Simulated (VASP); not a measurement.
A run of VASP 6.6.1 is set up as follows.

The input INCAR:

```
PREC = Accurate
ENCUT = 520
EDIFF = 1E-6
ISMEAR = -1
SIGMA = 0.1
LREAL = False
LASPH = True
NELM = 80
ALGO = Normal
ISIF = 2
LWAVE = False
LCHARG = True
LELF = True
LVHAR = True
NBANDS = 16
```

The input KPOINTS:

```
regular mesh
0
Gamma
  7 7 7
```

File POSCAR:

```
LiPb
1.0
    2.4483588277      1.4135607301      2.0253254293
   -2.4483588277      1.4135607301      2.0253254293
    0.0000000000     -2.8271214603      2.0253254293
Li Pb
1 1
Direct
    0.5000000000      0.5000000000      0.5000000000
    0.0000000000      0.0000000000      0.0000000000
```

Potentials or basis: VASP PAW LDA potentials, release 64 (Li_sv, Pb_d).

Run with:

```bash
$ cat potpaw_LDA.64/Li_sv/POTCAR potpaw_LDA.64/Pb_d/POTCAR > POTCAR
$ mpirun -np 1 vasp_std > vasp.out
```

(1) What does it give for the band gap on the k mesh?

## Answers

(1) zero (an odd number of electrons rules out a gap without spin polarisation).

Caveat: spin-orbit coupling is left out, which moves the levels of the heavy elements.
